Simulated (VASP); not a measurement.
A run of VASP 6.6.1:

File INCAR:

```
PREC = Accurate ; ENCUT = 520
EDIFF = 1E-6 ; ISMEAR = -1
SIGMA = 0.05 ; LREAL = F
LASPH = T ; NELM = 100
ALGO = Normal ; ISIF = 2
LWAVE = F ; LCHARG = T
LELF = T ; LVHAR = T
NBANDS = 16
```

KPOINTS

```
regular mesh
0
Gamma
  8 8 8
```

File POSCAR:

```
InP
1.0
    0.0000000000      2.7395403427      2.7395403427
    2.7395403427      0.0000000000      2.7395403427
    2.7395403427      2.7395403427      0.0000000000
In P
1 1
Direct
    0.0000000000      0.0000000000      0.0000000000
    0.7500000000      0.7500000000      0.7500000000
```

Potentials or basis: VASP PAW LDA potentials, release 64 (In_d, P).

The run is started by

```bash
$ cat potpaw_LDA.64/In_d/POTCAR potpaw_LDA.64/P/POTCAR > POTCAR
$ mpirun -np 1 vasp_std > vasp.out
```

Hardware: 1 thread of Intel(R) Xeon(R) Platinum 8488C (Sapphire Rapids), with other jobs on the host.

How long does it take, and how much memory?

Run time: 21 s on 1 thread of Intel(R) Xeon(R) Platinum 8488C (Sapphire Rapids), on a shared host, peak memory 0.15 GiB. Counts: scf iterations 13, k points 29.
